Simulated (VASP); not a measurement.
Wanted: the native input for a VASP 6.6.1 run.

- Task: single point
- Functional: PBEsol
- Potentials or basis: VASP PAW PBE potentials, release 64 (Ga_d)
- Cutoff: 520 eV
- k mesh: 7 × 7 × 6
- Occupations: fermi-dirac, width 0.05 eV
- Spin: no spin polarisation
- Dipole correction: no
- Further INCAR settings: ALGO = Fast; EDIFF = 1e-07; NBANDS = 34

The structure of Ga lies in POSCAR:

```
Ga
1.0
    2.2463216903     -3.8047911717      0.0000000000
    2.2463216903      3.8047911717      0.0000000000
    0.0000000000      0.0000000000      4.4936366690
Ga
4
Direct
    0.3451000000      0.6549000000      0.4190000000
    0.1549000000      0.8451000000      0.9190000000
    0.6549000000      0.3451000000      0.5810000000
    0.8451000000      0.1549000000      0.0810000000
```

The input as run:

INCAR

```
ALGO     = Fast           # electronic algorithm
EDIFF    = 1E-7           # SCF threshold, eV
ENCUT    = 520            # plane-wave cutoff, eV
GGA      = PS             # functional
ISIF     = 2              # what is computed and relaxed
ISMEAR   = -1             # smearing method
LASPH    = True           # aspherical terms in the spheres
LCHARG   = False          # write CHGCAR
LREAL    = False          # projectors in reciprocal space
LWAVE    = False          # write WAVECAR
NBANDS   = 34             # bands
NELM     = 80             # most SCF steps
PREC     = Accurate       # precision mode
SIGMA    = 0.05           # smearing width, eV
```

KPOINTS

```
k-points
0
Gamma
  7 7 6
```

Potentials or basis: VASP PAW PBE potentials, release 64 (Ga_d).

Launch:

```sh
$ cat potpaw_PBE.64/Ga_d/POTCAR > POTCAR
$ mpirun -np 1 vasp_std > vasp.out
```

It gave:

The pressure is -0.4 GPa and the largest force is 0.121 eV/Å. The band gap on the k mesh is zero (band 26 reaches 5.46 eV, above the bottom of band 27 at 4.16 eV).

Caveat: the PAW data sets were made with another functional, which shifts forces and pressure a little.

Wall time 74 s on 1 thread of Intel(R) Xeon(R) 6975P-C (Granite Rapids), on a shared host, peak memory 0.27 GiB.
